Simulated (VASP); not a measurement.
# CO2 in VASP: notebook, part 4 of 4

VASP 6.6.1.

### 6 Single point, PBE, collinear spin, ferrimagnetic start

This run uses another cell than the first one, of 9.14 Å³/atom, 0.958 times its volume.

Contents of INCAR:

```
SYSTEM = CO2
ALGO     = Normal         ! electronic algorithm
EDIFF    = 1E-7           ! SCF threshold, eV
ENCUT    = 520            ! plane-wave cutoff, eV
GGA      = PE             ! functional
ISIF     = 2              ! what is computed and relaxed
ISMEAR   = 0              ! smearing method
ISPIN    = 2              ! spin polarisation
LASPH    = .TRUE.         ! aspherical terms in the spheres
LCHARG   = .FALSE.        ! write CHGCAR
LORBIT   = 11             ! projections on sites
LREAL    = .FALSE.        ! projectors in reciprocal space
LWAVE    = .FALSE.        ! write WAVECAR
MAGMOM   = -0.26 -0.26 1.21 1.21 1.21 1.21 ! initial moments
NBANDS   = 29             ! bands
NELM     = 150            ! most SCF steps
PREC     = Accurate       ! precision mode
SIGMA    = 0.1            ! smearing width, eV
```

Contents of KPOINTS:

```
k-points
0
G
  6 6 4
  0 0 0
```

Contents of POSCAR:

```
CO2
1.0
    2.3343153444      0.0000000000      0.0000000000
    0.0000000000      2.3343153444      0.0000000000
    0.0000000000      0.0000000000     10.0652022539
C O
2 4
Direct
    0.0000000000      0.0000000000      0.0000000000
    0.5000000000      0.5000000000      0.5000000000
    0.0000000000      0.5000000000      0.0819317672
    0.0000000000      0.5000000000      0.5819317672
    0.5000000000      0.0000000000      0.4180682328
    0.5000000000      0.0000000000      0.9180682328
```

Potentials or basis: VASP PAW PBE potentials, release 64 (C, O).

Launch:

```console
cat potpaw_PBE.64/C/POTCAR potpaw_PBE.64/O/POTCAR > POTCAR
mpirun -np 1 vasp_std > vasp.out
```

OUTCAR:

```text
SYSTEM = CO2
   EDIFF = 1E-7
   ENCUT = 520
   GGA = PE
   ISIF = 2
   ISMEAR = 0
   ISPIN = 2
   LASPH = .TRUE.
   LORBIT = 11
   LREAL = .FALSE.
   NELM = 150
   PREC = Accurate

 ion  position               nearest neighbor table
   1  0.000  0.000  0.000-   3 1.43   6 1.43   3 1.43   6 1.43
   2  0.500  0.500  0.500-   4 1.43   5 1.43   5 1.43   4 1.43
   3  0.000  0.500  0.082-   1 1.43   1 1.43
   4  0.000  0.500  0.582-   2 1.43   2 1.43
   5  0.500  0.000  0.418-   2 1.43   2 1.43
   6  0.500  0.000  0.918-   1 1.43   1 1.43

  LATTYP: Found a simple tetragonal cell.
 ALAT       =     2.3343153444
 C/A-ratio  =     4.3118434183

  Lattice vectors:

 A1 = (   2.3343153444,   0.0000000000,   0.0000000000)
 A2 = (   0.0000000000,   2.3343153444,   0.0000000000)
 A3 = (   0.0000000000,   0.0000000000,  10.0652022539)

Analysis of symmetry for initial positions (statically):
=====================================================================
 Subroutine PRICEL returns:
 Original cell was already a primitive cell.

 Routine SETGRP: Setting up the symmetry group for a
 simple tetragonal supercell.

 Subroutine GETGRP returns: Found 16 space group operations
 (whereof  8 operations were pure point group operations)
 out of a pool of 16 trial point group operations.

The static configuration has the point symmetry D_2d.
 The point group associated with its full space group is D_4h.

Analysis of symmetry for dynamics (positions and initial velocities):
=====================================================================
 Subroutine PRICEL returns:
 Original cell was already a primitive cell.

 Routine SETGRP: Setting up the symmetry group for a
 simple tetragonal supercell.

 Subroutine GETGRP returns: Found 16 space group operations
 (whereof  8 operations were pure point group operations)
 out of a pool of 16 trial point group operations.

The dynamic configuration has the point symmetry D_2d.
 The point group associated with its full space group is D_4h.
[... 183 lines left out ...]
  band No.  band energies     occupation
      1     -23.6955      1.00000
      2     -23.6883      1.00000
      3     -18.4859      1.00000
      4     -18.4573      1.00000
      5      -5.5041      1.00000
      6      -5.5041      1.00000
[... 733 lines left out ...]
     27      16.3408      0.00000
     28      16.3408      0.00000

 [... further k-points ...]

 spin component 2

 k-point     1 :       0.0000    0.0000    0.0000
  band No.  band energies     occupation
      1     -23.6956      1.00000
      2     -23.6884      1.00000
      3     -18.4859      1.00000
      4     -18.4573      1.00000
      5      -5.5041      1.00000
      6      -5.5041      1.00000
[... 733 lines left out ...]
     27      16.3403      0.00000
     28      16.3403      0.00000

 [... further k-points ...]

 [bands above 28 left out]

------------------------ aborting loop because EDIFF is reached ----------------------------------------

  FORCE on cell =-STRESS in cart. coord.  units (eV):
  Direction    XX          YY          ZZ          XY          YZ          ZX
  --------------------------------------------------------------------------------------
  -------------------------------------------------------------------------------------
  Total        0.5665694      0.5665694      0.4227001      0.0000000      0.0000000      0.0000000
  in kB       16.5509198     16.5509198     12.3481348      0.0000000      0.0000000      0.0000000
  external PRESSURE =      15.1499914 kB  Pullay stress =       0.0000000 kB

 VOLUME and BASIS-vectors are now :
 -----------------------------------------------------------------------------
  energy-cutoff  :      520.00
  volume of cell :       54.85
      direct lattice vectors                 reciprocal lattice vectors
     2.334315344  0.000000000  0.000000000     0.428391135  0.000000000  0.000000000
     0.000000000  2.334315344  0.000000000     0.000000000  0.428391135  0.000000000
     0.000000000  0.000000000 10.065202254     0.000000000  0.000000000  0.099352201

 POSITION                                       TOTAL-FORCE (eV/Angst)
 -----------------------------------------------------------------------------------
      0.00000      0.00000      0.00000        -0.000000     -0.000000      0.000000
      1.16716      1.16716      5.03260        -0.000000      0.000000      0.000000
      0.00000      1.16716      0.82466         0.000000      0.000000      0.143424
      0.00000      1.16716      5.85726        -0.000000      0.000000      0.143424
      1.16716      0.00000      4.20794        -0.000000      0.000000     -0.143424
      1.16716      0.00000      9.24054         0.000000      0.000000     -0.143424
 -----------------------------------------------------------------------------------
    total drift:                                0.000000      0.000000      0.000000

  FREE ENERGIE OF THE ION-ELECTRON SYSTEM (eV)
  ---------------------------------------------------
  free  energy   TOTEN  =       -42.0612178930 eV

  energy  without entropy=      -42.0612178930  energy(sigma->0) =      -42.06121789

 total charge

# of ion       s       p       d       tot
------------------------------------------
    1        0.790   1.532   0.000   2.322
    2        0.790   1.532   0.000   2.322
    3        1.573   3.565   0.000   5.138
    4        1.573   3.565   0.000   5.138
    5        1.573   3.565   0.000   5.138
    6        1.573   3.565   0.000   5.138
--------------------------------------------------
tot          7.872  17.325   0.000  25.197

 magnetization (x)

# of ion       s       p       d       tot
------------------------------------------
    1        0.000   0.000   0.000   0.000
    2        0.000   0.000   0.000   0.000
    3       -0.000  -0.000   0.000  -0.000
    4       -0.000  -0.000   0.000  -0.000
    5       -0.000  -0.000   0.000  -0.000
    6       -0.000  -0.000   0.000  -0.000
--------------------------------------------------
tot          0.000  -0.000   0.000  -0.000
```

Wall time 2.1 min (1 thread of AMD EPYC 7R13, shared host); peak memory 0.18 GiB.

Results:

```yaml
Free_energy: -42.0612 eV
Pressure: 1.5 GPa
Largest_force: 0.143 eV/Å
Band_gap_on_the_k_mesh: 3.88 eV, indirect (least direct gap 4.30 eV)
Net_moment: 0.00 μB per cell
Valence_electrons_inside_the_program's_atomic_spheres: C 2.32; O 5.14
```

Forces in eV/Å, atoms in the order of the input:
```
C    0.000  0.000  0.000
C    0.000  0.000  0.000
O    0.000  0.000  0.143
O    0.000  0.000  0.143
O    0.000  0.000 -0.143
O    0.000  0.000 -0.143
```

Levels at points of the mesh, in eV from the valence-band top:
Spin up:
| k point | band 13 | band 14 | band 15 | band 16 | band 17 | band 18 | band 19 | band 20 |
| --- | --- | --- | --- | --- | --- | --- | --- | --- |
| (0.00, 0.00, 0.00) | -0.42 | -0.42 | -0.41 | -0.41 | 3.88 | 3.92 | 6.27 | 7.06 |
| (0.50, 0.00, 0.00) | -2.56 | -2.56 | 0.00 | 0.00 | 6.37 | 6.37 | 9.10 | 9.10 |
| (0.50, 0.50, 0.00) | -4.74 | -4.74 | -2.46 | -2.46 | 7.81 | 7.81 | 8.00 | 8.00 |
| (0.00, 0.00, 0.50) | -0.42 | -0.42 | -0.41 | -0.41 | 3.90 | 3.90 | 6.64 | 6.64 |
| (0.50, 0.00, 0.50) | -2.56 | -2.56 | 0.00 | 0.00 | 6.37 | 6.37 | 9.10 | 9.10 |
| (0.50, 0.50, 0.50) | -4.75 | -4.75 | -2.46 | -2.46 | 7.90 | 7.90 | 7.90 | 7.90 |
Spin down:
```
           k point  band 12  band 13  band 14  band 15  band 16  band 17  band 18  band 19  band 20  band 21
(0.00, 0.00, 0.00)    -2.81    -0.42    -0.42    -0.41    -0.41     3.88     3.92     6.27     7.06     9.68
(0.50, 0.00, 0.00)    -3.43    -2.56    -2.56     0.00     0.00     6.37     6.37     9.10     9.10    10.63
(0.50, 0.50, 0.00)    -4.76    -4.74    -4.74    -2.46    -2.46     7.81     7.81     8.00     8.00     9.74
(0.00, 0.00, 0.50)    -3.07    -0.42    -0.42    -0.41    -0.41     3.90     3.90     6.64     6.64     9.97
(0.50, 0.00, 0.50)    -3.43    -2.56    -2.56     0.00     0.00     6.37     6.37     9.10     9.10    10.73
(0.50, 0.50, 0.50)    -4.75    -4.75    -4.75    -2.46    -2.46     7.90     7.90     7.90     7.90     9.74
```

Caveat: the k points lie up to 0.45 Å⁻¹ apart; this functional lacks dispersion, which binds the layers, so the pressure and a relaxed spacing across them are unreliable. A k mesh can miss the band edges.

### 7 The runs side by side

| spin | cell | k mesh | smearing | gap on the mesh (eV) | pressure (GPa) | largest force (eV/Å) |
| --- | --- | --- | --- | --- | --- | --- |
| off | a = 2.334, b = 2.334, c = 10.511 Å, 6 atoms | 8 × 8 × 2 | gaussian 0.1 eV | 3.89 | 1.4 | 0.14 |
| off | a = 3.733, b = 3.733, c = 5.374 Å, 6 atoms | 6 × 6 × 4 | gaussian 0.1 eV | none | -30.0 | 1.60 |
| off | a = 2.334, b = 2.334, c = 10.511 Å, 6 atoms | 10 × 10 × 4 | gaussian 0.02 eV | 3.89 | 1.4 | 0.14 |
| off | a = 2.334, b = 2.334, c = 10.616 Å, angles 90.1, 90.3, 90.0°, 6 atoms | 8 × 8 × 2 | gaussian 0.1 eV | 3.89 | 1.4 | 0.14 |
| collinear, ferrimagnetic start | a = 2.334, b = 2.334, c = 10.065 Å, 6 atoms | 6 × 6 × 4 | gaussian 0.1 eV | 3.88 | 1.5 | 0.14 |

Alike in all rows: task single point; level PBE; potentials or basis VASP PAW PBE potentials, release 64 (C, O); cutoff (eV) 520.

Caveats: some runs use coarse meshes; this functional lacks dispersion, which binds the layers, so the pressure and a relaxed spacing across them are unreliable (some runs); forces of over 1 eV/Å act on the atoms, so gaps and moduli don't describe the material at rest (some runs).

Absolute energies hang on the potentials; compare differences alone.
